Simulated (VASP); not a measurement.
# InSb (I-4m2) in VASP: notebook

The runs below take InSb through electric field gradients, with LDA.

Everything below comes from runs of VASP 6.6.1. Logs are shortened: lines on timing, memory, paths and dates and some standing lists are left out, and cuts for length are marked.

### 1 The cell of the first run

It takes space group I-4m2 (No. 119, tetragonal). Conventional cell: a = 4.627 Å, b = 4.627 Å, c = 6.478 Å, α = 90.00°, β = 90.00°, γ = 90.00°. Within 3.7 Å of In (site symmetry -4m2) lie 4 Sb at 2.82 Å. Sb (site symmetry -4m2) has 4 In at 2.82 Å within 3.7 Å.

### 2 Electric field gradients, LDA (equal xx and yy strain of +1 %)

Contents of INCAR:

```
ALGO = Normal ; EDIFF = 1E-8
ENCUT = 520 ; GGA = CA
ISIF = 2 ; ISMEAR = -1
LASPH = T ; LCHARG = F
LEFG = T ; LREAL = F
LWAVE = F ; NBANDS = 16
NELM = 80 ; PREC = Accurate
SIGMA = 0.03
```

Contents of KPOINTS:

```
k-points
0
Gamma
  10 10 10
```

Contents of POSCAR:

```
InSb
1.0
    0.0000000000      3.2714910000      3.2391000000
    3.2714910000      0.0000000000      3.2391000000
    3.2714910000      3.2714910000      0.0000000000
In Sb
1 1
Direct
    0.0000000000      0.0000000000      0.0000000000
    0.7500000000      0.7500000000      0.7500000000
```

Potentials or basis: VASP PAW LDA potentials, release 64 (In_d, Sb).

On the command line:

```
$ cat potpaw_LDA.64/In_d/POTCAR potpaw_LDA.64/Sb/POTCAR > POTCAR
$ mpirun -np 1 vasp_std > vasp.out
```

OUTCAR:

```text
EDIFF = 1E-8
   ENCUT = 520
   GGA = CA
   ISIF = 2
   ISMEAR = -1
   LASPH = T
   LREAL = F
   NELM = 80
   PREC = Accurate

 ion  position               nearest neighbor table
   1  0.000  0.000  0.000-   2 2.82   2 2.82   2 2.82   2 2.82
   2  0.750  0.750  0.750-   1 2.82   1 2.82   1 2.82   1 2.82

  LATTYP: Found a body centered tetragonal cell.
 ALAT       =     4.6265869414
 C/A-ratio  =     1.4002114479

  Lattice vectors:

 A1 = (   0.0000000000,  -3.2714910000,  -3.2391000000)
 A2 = (   0.0000000000,   3.2714910000,  -3.2391000000)
 A3 = (   3.2714910000,   0.0000000000,   3.2391000000)

Analysis of symmetry for initial positions (statically):
=====================================================================
 Subroutine PRICEL returns:
 Original cell was already a primitive cell.

 Routine SETGRP: Setting up the symmetry group for a
 body centered tetragonal supercell.

 Subroutine GETGRP returns: Found  8 space group operations
 (whereof  8 operations were pure point group operations)
 out of a pool of 16 trial point group operations.

The static configuration has the point symmetry D_2d.

Analysis of symmetry for dynamics (positions and initial velocities):
=====================================================================
 Subroutine PRICEL returns:
 Original cell was already a primitive cell.

 Routine SETGRP: Setting up the symmetry group for a
 body centered tetragonal supercell.

 Subroutine GETGRP returns: Found  8 space group operations
 (whereof  8 operations were pure point group operations)
 out of a pool of 16 trial point group operations.

The dynamic configuration has the point symmetry D_2d.

 Subroutine INISYM returns: Found  8 space group operations
 (whereof  8 operations are pure point group operations),
 and found     1 'primitive' translations

----------------------------------------------------------------------------------------

                                     Primitive cell

  volume of cell :      69.3339

  direct lattice vectors                    reciprocal lattice vectors
     0.000000000  3.271491000  3.239100000    -0.152835511  0.152835511  0.154363867
     3.271491000  0.000000000  3.239100000     0.152835511 -0.152835511  0.154363867
     3.271491000  3.271491000  0.000000000     0.152835511  0.152835511 -0.154363867

  length of vectors
[... 115 lines left out ...]
  volume of cell :       69.33
 maximum number of plane-waves:      1885
 NGX is ok and might be reduce to    36
   NGX = 17   NGY = 17   NGZ = 17

 number of electron      17.9999995 magnetization

 Free energy of the ion-electron system (eV)
  ---------------------------------------------------
  ext. energy  EPLUGINS =         0.00000000
  ---------------------------------------------------
  free energy    TOTEN  =        -8.20643647 eV

  energy without entropy =       -8.20629800  energy(sigma->0) =       -8.20636723

 E-fermi :   4.7114     XC(G=0):  -8.9116

 val. band max:        4.6667760572   @ k =   0.0000   0.0000   0.0000
 cond. band min:       4.7148199538   @ k =   0.0000   0.0000   0.0000
 fundamental gap:      0.0480438965
 Fermi energy:         4.7113996761

 k-point     1 :       0.0000    0.0000    0.0000
  band No.  band energies     occupation
      1      -9.8333      2.00000
      2      -9.8333      2.00000
      3      -9.8316      2.00000
      4      -9.7514      2.00000
      5      -9.7503      2.00000
      6      -5.9672      2.00000
[... 433 lines left out ...]
      3      -9.8009      2.00000
      4      -9.7649      2.00000
      5      -9.7437      2.00000
      6      -4.6307      2.00000
[... 8 lines left out ...]
     15      14.1572      0.00000
     16      14.5671      0.00000

 [... further k-points ...]
[... 5 lines left out ...]
  --------------------------------------------------------------------------------------
  -------------------------------------------------------------------------------------
  Total       -0.6246125     -0.6246125     -0.5012112      0.0000000      0.0000000      0.0000000
  in kB      -14.4336249    -14.4336249    -11.5820528      0.0000000      0.0000000      0.0000000
  external PRESSURE =     -13.4831009 kB  Pullay stress =       0.0000000 kB

 VOLUME and BASIS-vectors are now :
 -----------------------------------------------------------------------------
  energy-cutoff  :      520.00
  volume of cell :       69.33
      direct lattice vectors                 reciprocal lattice vectors
     0.000000000  3.271491000  3.239100000    -0.152835511  0.152835511  0.154363867
     3.271491000  0.000000000  3.239100000     0.152835511 -0.152835511  0.154363867
     3.271491000  3.271491000  0.000000000     0.152835511  0.152835511 -0.154363867

 POSITION                                       TOTAL-FORCE (eV/Angst)
 -----------------------------------------------------------------------------------
      0.00000      0.00000      0.00000        -0.000000     -0.000000      0.000000
      4.90724      4.90724      4.85865         0.000000      0.000000     -0.000000
 -----------------------------------------------------------------------------------
    total drift:                                0.000000      0.000000     -0.000000

  FREE ENERGIE OF THE ION-ELECTRON SYSTEM (eV)
  ---------------------------------------------------
  free  energy   TOTEN  =        -8.2064364658 eV

  energy  without entropy=       -8.2062979968  energy(sigma->0) =       -8.20636723

 Electric field gradients (V/A^2)
---------------------------------------------------------------------
 ion       V_xx      V_yy      V_zz      V_xy      V_xz      V_yz
---------------------------------------------------------------------
   1      -1.429    -1.429     2.858     0.002     0.002     0.002
   2       0.963     0.963    -1.927    -0.000    -0.000    -0.000
---------------------------------------------------------------------

 Electric field gradients after diagonalization (V/A^2)
 (convention: |V_zz| > |V_xx| > |V_yy|)
----------------------------------------------------------------------
 ion       V_xx      V_yy      V_zz     asymmetry (V_yy - V_xx)/ V_zz
----------------------------------------------------------------------
   1      -1.431    -1.427     2.858       0.001
   2       0.963     0.963    -1.927       0.000
----------------------------------------------------------------------

           NMR quadrupolar parameters

 Cq : quadrupolar parameter    Cq=e*Q*V_zz/h
 eta: asymmetry parameters     (V_yy - V_xx)/ V_zz
 Q  : nuclear electric quadrupole moment in mb (millibarn)
----------------------------------------------------------------------
 ion       Cq(MHz)       eta       Q (mb)
----------------------------------------------------------------------
   1       0.007       0.001       1.000
   2      -0.005       0.000       1.000
----------------------------------------------------------------------
```

stdout:

```text
POSCAR found type information on POSCAR InSb
 POSCAR found :  2 types and       2 ions
 scaLAPACK will be used
 LDA part: xc-table for (Slater(with rela. corr.)+CA(PZ))
 , standard interpolation
 POSCAR, INCAR and KPOINTS ok, starting setup
 FFT: planning ... GRIDC
 FFT: planning ... GRID_SOFT
 FFT: planning ... GRID
 WAVECAR not read
 entering main loop
ion   1

ion   2
```

Run time: 2.4 min. Hardware: 1 thread of Intel Xeon 8259CL, shared host; peak memory 0.26 GiB.

Results:

* Free energy: -8.2064 eV
* Pressure: -1.3 GPa
* Band gap on the k mesh: 0.05 eV
* Largest electric field gradient by atom: In +2.9; Sb -1.9 V/Å²

Electric field gradients, principal values (V/Å²):
| atom | least | middle | greatest (by size) |
| --- | --- | --- | --- |
| 1 In | -1.427 | -1.431 | 2.858 |
| 2 Sb | 0.963 | 0.963 | -1.927 |

Caveat: the cell differs from its parent crystal (equal xx and yy strain of +1 %); semilocal functionals underestimate gaps, and a narrow one can read as zero; without QUAD_EFG the Cq values of the log hold for a quadrupole moment of 1 mb, not for the nuclei; spin-orbit coupling is left out, which moves the levels of the heavy elements. A k mesh can miss the band edges.

### 3 Electric field gradients, LDA (equal xx and yy strain of +1 %)

Contents of INCAR:

```
SYSTEM = InSb
ALGO = Normal ; EDIFF = 1E-8
ENCUT = 520 ; GGA = CA
ISIF = 2 ; ISMEAR = -1
LASPH = .True. ; LCHARG = .False.
LEFG = .True. ; LREAL = .False.
LWAVE = .False. ; NBANDS = 16
NELM = 80 ; PREC = Accurate
SIGMA = 0.03
```

Contents of KPOINTS:

```
k-points
0
Gamma
  10 10 10
  0 0 0
```

POSCAR is that of step 2.

Potentials or basis: VASP PAW LDA potentials, release 64 (In_d, Sb).

On the command line:

```
$ cat potpaw_LDA.64/In_d/POTCAR potpaw_LDA.64/Sb/POTCAR > POTCAR
$ mpirun -np 1 vasp_std > vasp.out
```

OUTCAR:

```text
SYSTEM = InSb
   EDIFF = 1E-8
   ENCUT = 520
   GGA = CA
   ISIF = 2
   ISMEAR = -1
   LASPH = .True.
   LREAL = .False.
   NELM = 80
   PREC = Accurate

 ion  position               nearest neighbor table
   1  0.000  0.000  0.000-   2 2.82   2 2.82   2 2.82   2 2.82
   2  0.750  0.750  0.750-   1 2.82   1 2.82   1 2.82   1 2.82

  LATTYP: Found a body centered tetragonal cell.
 ALAT       =     4.6265869414
 C/A-ratio  =     1.4002114479

  Lattice vectors:

 A1 = (   0.0000000000,  -3.2714910000,  -3.2391000000)
[... 670 lines left out ...]
  free  energy   TOTEN  =        -8.2064364658 eV

  energy  without entropy=       -8.2062979968  energy(sigma->0) =       -8.20636723

 Electric field gradients (V/A^2)
---------------------------------------------------------------------
 ion       V_xx      V_yy      V_zz      V_xy      V_xz      V_yz
---------------------------------------------------------------------
   1      -1.429    -1.429     2.858     0.002     0.002     0.002
   2       0.963     0.963    -1.927    -0.000    -0.000    -0.000
---------------------------------------------------------------------

 Electric field gradients after diagonalization (V/A^2)
 (convention: |V_zz| > |V_xx| > |V_yy|)
----------------------------------------------------------------------
 ion       V_xx      V_yy      V_zz     asymmetry (V_yy - V_xx)/ V_zz
----------------------------------------------------------------------
   1      -1.431    -1.427     2.858       0.001
   2       0.963     0.963    -1.927       0.000
----------------------------------------------------------------------

           NMR quadrupolar parameters

 Cq : quadrupolar parameter    Cq=e*Q*V_zz/h
 eta: asymmetry parameters     (V_yy - V_xx)/ V_zz
 Q  : nuclear electric quadrupole moment in mb (millibarn)
----------------------------------------------------------------------
 ion       Cq(MHz)       eta       Q (mb)
----------------------------------------------------------------------
   1       0.007       0.001       1.000
   2      -0.005       0.000       1.000
----------------------------------------------------------------------
```

It took 2.6 min on 1 thread of Intel Xeon 8259CL, shared host; peak memory 0.26 GiB.

What came out:

| Quantity | Value |
| --- | --- |
| Free energy | -8.2064 eV |
| Pressure | -1.3 GPa |
| Band gap on the k mesh | 0.05 eV |
| Largest electric field gradient by atom | In +2.9; Sb -1.9 V/Å² |

Stress tensor (GPa, compression positive):
```
-1.44  0.00  0.00
 0.00 -1.44  0.00
 0.00  0.00 -1.16
```

Levels at points of the mesh, in eV from the valence-band top:
| k point | band 7 | band 8 | band 9 | band 10 | band 11 | band 12 |
| --- | --- | --- | --- | --- | --- | --- |
| (0.00, 0.00, 0.00) | -0.46 | 0.00 | 0.00 | 0.05 | 2.91 | 2.94 |
| (0.50, 0.00, 0.00) | -5.57 | -1.00 | -0.94 | 0.40 | 3.75 | 3.80 |
| (0.50, 0.50, 0.00) | -5.85 | -2.23 | -2.23 | 1.23 | 1.27 | 7.95 |
| (0.50, 0.00, 0.50) | -5.89 | -2.18 | -2.18 | 1.30 | 1.31 | 7.92 |

Electric field gradients, principal values (V/Å²):
```
atom   least  middle  greatest (by size)
1 In  -1.427  -1.431               2.858
2 Sb   0.963   0.963              -1.927
```

Caveat: the cell differs from its parent crystal (equal xx and yy strain of +1 %); semilocal functionals underestimate gaps, and a narrow one can read as zero; without QUAD_EFG the Cq values of the log hold for a quadrupole moment of 1 mb, not for the nuclei; spin-orbit coupling is left out, which moves the levels of the heavy elements.
